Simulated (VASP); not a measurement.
Runs of VASP 6.6.1 on SnSe. The structure is that of space group F-43m (No. 216), or close to it. The cells are those of the table. 

```tsv
task	cell	cutoff (eV)	gap on the mesh (eV)	pressure (GPa)
relaxation of cell and atoms	relaxed from a = 4.794 Å, angles 60.0°, 2 atoms	600	0.21	0.0
relaxation of cell and atoms	relaxed from a = 4.547 Å, angles 60.0°, 2 atoms	500	0.22	0.0
single point	a = 4.826 Å, angles 60.0°, 2 atoms	520	0.27	(a)
single point	a = 4.762 Å, angles 60.0°, 2 atoms	520	(b)	0.7
single point	a = 4.794 Å, angles 60.0°, 2 atoms	500	0.21	0.0
single point	a = 4.794 Å, angles 60.0°, 2 atoms	520	0.21	0.0
```

Alike in all rows: level PBE; potentials or basis VASP PAW PBE potentials, release 64 (Sn_d, Se); no spin polarisation; k mesh 6 × 6 × 6; smearing fermi-dirac 0.01 eV.

**Question.** Fill in the values left out.

**Answer.** (a) -0.6; (b) 0.16.

Caveats: spin-orbit coupling is left out, which moves the levels of the heavy elements; the relaxation stopped at its first step, so nothing moved (at least some runs).

A k mesh can miss the band edges, and the runs leave out spin-orbit coupling on Se, Sn.
